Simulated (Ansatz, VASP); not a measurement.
# One calculation of Zn, two programs

```
Zn
1.0
     2.61436    0.00000    0.00000
    -1.30718    2.26410    0.00000
     0.00000    0.00000    4.87316
Zn
2
Direct
  0.33333 0.66667 0.25000
  0.66667 0.33333 0.75000
```

Alike in both runs: task relaxation of cell and atoms; functional PBEsol; k mesh 18 × 18 × 10; occupations gaussian, width 0.1 eV; no spin polarisation.

|  | VASP | Ansatz |
| --- | --- | --- |
| version | VASP 6.6.1 | Ansatz 0.2.0 |
| potentials or method | VASP PAW PBE potentials, release 64 (Zn), cutoff 600 eV | scalar-relativistic, plane waves, PAW |
| valence electrons in the cell | 24 | 24 |

|  | VASP | Ansatz | Ansatz less VASP |
| --- | --- | --- | --- |
| gap on the k mesh at the Fermi level, each at its own relaxed structure (eV) | none | none | - |
| relaxed volume (Å³/atom) | 14.34 | 14.27 | -0.068 |
| relaxed cell length with the largest relative difference (Å) | 4.922 | 4.914 | -0.0082 |

VASP's potentials were made for PBE, not for PBEsol. A gap of «none» marks a metal or a gap that the smearing closes.
